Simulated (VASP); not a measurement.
A run of VASP 6.6.1 is set up as follows.

INCAR

```
SYSTEM = LiF
PREC = Accurate
ENCUT = 520
EDIFF = 1E-7
ISMEAR = 0
SIGMA = 0.01
LREAL = .FALSE.
LASPH = .TRUE.
NELM = 100
ALGO = Normal
ISIF = 2
LWAVE = .FALSE.
LCHARG = .TRUE.
GGA = PE
LELF = .TRUE.
LVHAR = .TRUE.
NBANDS = 12
```

File KPOINTS:

```
Automatic mesh
0
G
  8 8 8
  0 0 0
```

POSCAR

```
LiF
1.0
    0.0000000000      1.9948717404      1.9948717404
    1.9948717404      0.0000000000      1.9948717404
    1.9948717404      1.9948717404      0.0000000000
Li F
1 1
Direct
    0.0000000000      0.0000000000      0.0000000000
    0.5000000000      0.5000000000      0.5000000000
```

Potentials or basis: VASP PAW PBE potentials, release 64 (Li_sv, F).

Command:

```bash
$ cat potpaw_PBE.64/Li_sv/POTCAR potpaw_PBE.64/F/POTCAR > POTCAR
$ mpirun -np 1 vasp_std > vasp.out
```

Question: Predict the band gap on the k mesh.

Answer: 9.35 eV.

 A k mesh can miss the band edges.
